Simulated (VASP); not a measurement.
# TaSi2 (R-3m) in VASP: notebook, part 2 of 2

VASP 6.6.1.

### 3 Relaxation of cell and atoms, PBE

File INCAR:

```
SYSTEM = TaSi2
PREC = Accurate
ENCUT = 600
EDIFF = 1E-6
ISMEAR = 0
SIGMA = 0.1
LREAL = .FALSE.
LASPH = .TRUE.
NELM = 60
ALGO = Normal
ISIF = 3
LWAVE = .FALSE.
LCHARG = .FALSE.
GGA = PE
IBRION = 2
NSW = 90
EDIFFG = -0.04
```

File KPOINTS:

```
Automatic mesh
0
G
  6 6 6
  0 0 0
```

File POSCAR:

```
TaSi2
1.0
    2.1068239400      1.2163753700      3.3429668500
   -2.1068239400      1.2163753700      3.3429668500
    0.0000000000     -2.4327507400      3.3429668500
Ta Si
1 2
Direct
    0.5000000000      0.5000000000      0.5000000000
    0.2514394300      0.2514394300      0.2514394300
    0.7485605700      0.7485605700      0.7485605700
```

Potentials or basis: VASP PAW PBE potentials, release 64 (Ta_pv, Si).

On the command line:

```sh
cat potpaw_PBE.64/Ta_pv/POTCAR potpaw_PBE.64/Si/POTCAR > POTCAR
mpirun -np 1 vasp_std > vasp.out
```

OUTCAR:

```text
SYSTEM = TaSi2
   PREC = Accurate
   ENCUT = 600
   EDIFF = 1E-6
   ISMEAR = 0
   LREAL = .FALSE.
   LASPH = .TRUE.
   NELM = 60
   ISIF = 3
   GGA = PE
   IBRION = 2
   NSW = 90
   EDIFFG = -0.04

 ion  position               nearest neighbor table
   1  0.500  0.500  0.500-   2 2.49   3 2.49   2 2.58   2 2.58   3 2.58   3 2.58   2 2.58   3 2.58

   2  0.251  0.251  0.251-   1 2.49   1 2.58   1 2.58   1 2.58   3 2.94   3 2.94   3 2.94   3 2.97
                             3 2.97   3 2.97
   3  0.749  0.749  0.749-   1 2.49   1 2.58   1 2.58   1 2.58   2 2.94   2 2.94   2 2.94   2 2.97
                             2 2.97   2 2.97

  LATTYP: Found a trigonal (rhomboedric) cell.
 ALAT       =     4.1344532305
 COS(alpha) =     0.4806617407

  Lattice vectors:

 A1 = (   2.1068239400,   1.2163753700,   3.3429668500)
 A2 = (  -2.1068239400,   1.2163753700,   3.3429668500)
 A3 = (   0.0000000000,  -2.4327507400,   3.3429668500)

Analysis of symmetry for initial positions (statically):
=====================================================================
 Subroutine PRICEL returns:
 Original cell was already a primitive cell.

 Routine SETGRP: Setting up the symmetry group for a
 trigonal (rhombohedral) supercell.

 Subroutine GETGRP returns: Found 12 space group operations
[... 178 lines left out ...]
  in kB       79.6902856     79.6902857    167.6740594      0.0000000      0.0000000      0.0000000
  external PRESSURE =     109.0182102 kB  Pullay stress =       0.0000000 kB
[... 135 lines left out ...]
--------------------------------------- Ionic step        5  -------------------------------------------

 number of electron      19.0000001 magnetization

 Free energy of the ion-electron system (eV)
  ---------------------------------------------------
  ext. energy  EPLUGINS =         0.00000000
  ---------------------------------------------------
  free energy    TOTEN  =       -21.40544126 eV

  energy without entropy =      -21.39480277  energy(sigma->0) =      -21.40012201

 E-fermi :   6.4787     XC(G=0): -10.7196

 val. band max:        6.4698167488   @ k =   0.1667   0.1667   0.0000
 cond. band min:       6.5734113661   @ k =  -0.3333   0.3333   0.3333
 fundamental gap:      0.1035946173
 Fermi energy:         6.4786630926

 k-point     1 :       0.0000    0.0000    0.0000
  band No.  band energies     occupation
      1     -27.8782      2.00000
      2     -27.8716      2.00000
      3     -27.8716      2.00000
      4      -4.9199      2.00000
      5       2.4809      2.00000
      6       2.4809      2.00000
      7       2.5026      2.00000
      8       3.6064      2.00000
      9       6.1832      1.99997
     10       6.1832      1.99997
     11       9.8705      0.00000
     12       9.9001      0.00000
     13       9.9001      0.00000
[... 354 lines left out ...]
  band No.  band energies     occupation
      1     -27.9000      2.00000
      2     -27.8895      2.00000
      3     -27.8840      2.00000
      4      -1.4117      2.00000
      5      -0.9834      2.00000
      6       0.8063      2.00000
      7       2.3087      2.00000
      8       4.3710      2.00000
      9       5.5191      2.00000
     10       6.0049      2.00000
     11       6.8766      0.00000
     12       8.0334      0.00000
     13      11.6088      0.00000

 [... further k-points ...]
[... 5 lines left out ...]
  --------------------------------------------------------------------------------------
  -------------------------------------------------------------------------------------
  Total        0.0995210      0.0995210      0.0081994      0.0000000      0.0000000      0.0000000
  in kB        2.8668695      2.8668695      0.2361972      0.0000000      0.0000000      0.0000000
  external PRESSURE =       1.9899788 kB  Pullay stress =       0.0000000 kB
[... 18 lines left out ...]
  FREE ENERGIE OF THE ION-ELECTRON SYSTEM (eV)
  ---------------------------------------------------
  free  energy   TOTEN  =       -21.4054412561 eV

  energy  without entropy=      -21.3948027733  energy(sigma->0) =      -21.40012201

 reached required accuracy - stopping structural energy minimisation
```

OSZICAR:

```text
N       E                     dE             d eps       ncg     rms          rms(c)
DAV:   1     0.101997431646E+03    0.10200E+03   -0.10453E+04   832   0.147E+03
[... 43 lines left out ...]
       N       E                     dE             d eps       ncg     rms          rms(c)
DAV:   1    -0.214080166680E+02   -0.31789E-02   -0.89520E-02   847   0.270E+00    0.306E-01
DAV:   2    -0.214057309760E+02    0.22857E-02   -0.62651E-03   970   0.627E-01    0.108E-01
DAV:   3    -0.214054485403E+02    0.28244E-03   -0.10558E-03  1025   0.230E-01    0.377E-02
DAV:   4    -0.214054412006E+02    0.73397E-05   -0.12845E-04  1022   0.699E-02    0.202E-02
DAV:   5    -0.214054417743E+02   -0.57374E-06   -0.28813E-05  1005   0.444E-02    0.139E-02
DAV:   6    -0.214054412561E+02    0.51822E-06   -0.27503E-06   740   0.119E-02
   5 F= -.21405441E+02 E0= -.21400122E+02  d E =-.602878E-03
```

CONTCAR:

```text
TaSi2
   1.00000000000000
     2.1446537633786558    1.2382164287703428    3.4907002090620178
    -2.1446537633786558    1.2382164287703428    3.4907002090620178
     0.0000000000000000   -2.4764328575406855    3.4907002090620178
  Ta              Si
     1     2
Direct
     0.5000000000000000    0.5000000000000000    0.5000000000000000
     0.2494152431109840    0.2494152431109840    0.2494152431109840
     0.7505847568890160    0.7505847568890160    0.7505847568890160

  0.00000000E+00  0.00000000E+00  0.00000000E+00
  0.00000000E+00  0.00000000E+00  0.00000000E+00
  0.00000000E+00  0.00000000E+00  0.00000000E+00
```

Run time: 2.5 min. Hardware: 1 thread of Intel Xeon 8259CL, shared host; peak memory 0.22 GiB.

What came out:

* Free energy: -21.4054 eV
* Relaxed volume: 18.54 Å³/atom
* Relaxed cell: a = 4.280 Å, b = 4.280 Å, c = 4.280 Å, α = 60.15°, β = 60.15°, γ = 60.15°
* Space group after relaxing (to 0.1 Å): Fm-3m (No. 225)
* Energy gained by relaxing: 56.4 meV/atom
* Ionic steps: 5
* Pressure after relaxing: 0.2 GPa
* Largest force after relaxing: 0.016 eV/Å
* Band gap on the k mesh: zero (an odd number of electrons rules out a gap without spin polarisation)

Forces on the atoms (eV/Å):
```
Ta   0.000  0.000  0.000
Si   0.000  0.000 -0.016
Si   0.000  0.000  0.016
```

Step by step:
| step | energy change (eV) | largest force (eV/Å) | pressure (GPa) | volume (Å³) |
| --- | --- | --- | --- | --- |
| 1 | 0.0000 | 0.6535 | 10.90 | 51.40 |
| 2 | -0.0279 | 0.1980 | -8.09 | 60.54 |
| 3 | -0.1686 | 0.0786 | -0.34 | 55.88 |
| 4 | -0.1686 | 0.0869 | -0.16 | 55.78 |
| 5 | -0.1692 | 0.0162 | 0.20 | 55.62 |

Final structure:
```
CELL_PARAMETERS angstrom
2.14465 1.23822 3.49070
-2.14465 1.23822 3.49070
0.00000 -2.47643 3.49070
ATOMIC_POSITIONS crystal
Ta 0.50000 0.50000 0.50000
Si 0.24942 0.24942 0.24942
Si 0.75058 0.75058 0.75058
```

Caveat: spin-orbit coupling is left out, which moves the levels of the heavy elements; an odd number of electrons without spin polarisation forces a metal; a magnetic or distorted state may lie lower.

The gap in the log of VASP goes by the Fermi energy; the results here count the filled bands.